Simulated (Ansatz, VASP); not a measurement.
## ZnSe in VASP and in Ansatz

```
CELL_PARAMETERS angstrom
0.00000 2.84321 2.84321
2.84321 0.00000 2.84321
2.84321 2.84321 0.00000
ATOMIC_POSITIONS crystal
Zn 0.00000 0.00000 0.00000
Se 0.75000 0.75000 0.75000
```

Change from the starting cell: volume scaled by 1.01, crystal datasets.

Alike in both runs: task electric field gradients; functional PBE; k mesh 8 × 8 × 8; occupations fermi-dirac, width 0.03 eV; no spin polarisation.

```csv
,VASP,Ansatz
version,VASP 6.6.1,Ansatz 0.2.0
potentials or method,"VASP PAW PBE potentials, release 64 (Zn, Se), cutoff 520 eV","all-electron PAW with datasets made for the crystal, scalar-relativistic"
```

|  | VASP | Ansatz | Ansatz less VASP |
| --- | --- | --- | --- |
| gap on the k mesh at the Fermi level (eV) | 1.25 | 1.25 | +0.001 |
| pressure (GPa) | 1.7 | 1.5 | -0.22 |

Ansatz ran all-electron here, and VASP with PAW potentials.
